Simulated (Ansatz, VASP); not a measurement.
**KMgH3 in VASP and in Ansatz**

```xyz
5
Lattice="4.0250 -0.2013 0.0000 -0.2013 4.0250 0.0000 0.0000 0.0000 4.0250" Properties=species:S:1:pos:R:3 pbc="T T T"
K     0.0000    0.0000    0.0000
Mg    1.9119    1.9119    2.0125
H    -0.1006    2.0125    2.0125
H     2.0125   -0.1006    2.0125
H     1.9119    1.9119    0.0000
```

Change from the starting cell: strain -0.1000 x Voigt [0, 0, 0, 0, 0, 1], atoms carried along.

Alike in both runs: task single point; functional LDA; k mesh 8 × 8 × 8; occupations gaussian, width 0.05 eV; no spin polarisation.

|  | VASP | Ansatz |
| --- | --- | --- |
| version | VASP 6.6.1 | Ansatz 0.2.0 |
| potentials or method | VASP PAW LDA potentials, release 64 (K_sv, Mg, H), cutoff 520 eV | scalar-relativistic, plane waves, PAW |
| valence electrons in the cell | 14 | 22 |

VASP gave:

- gap on the k mesh at the Fermi level (eV): 1.95
- least direct gap on the mesh (eV): 3.84
- pressure (GPa): -3.0
- traceless stress, the component that is largest in VASP (GPa): 3.68

Question: Estimate Ansatz's values.

Answer: gap on the k mesh at the Fermi level (eV): 1.96; least direct gap on the mesh (eV): 3.83; pressure (GPa): -2.7; traceless stress, the component that is largest in VASP (GPa): 3.63.

LDA's correlation is that of Perdew and Zunger in VASP and of Perdew and Wang (1992) in Ansatz. VASP's potentials hold 14 valence electrons a cell and Ansatz's 22, so a difference there can come from the potentials and not from the codes.
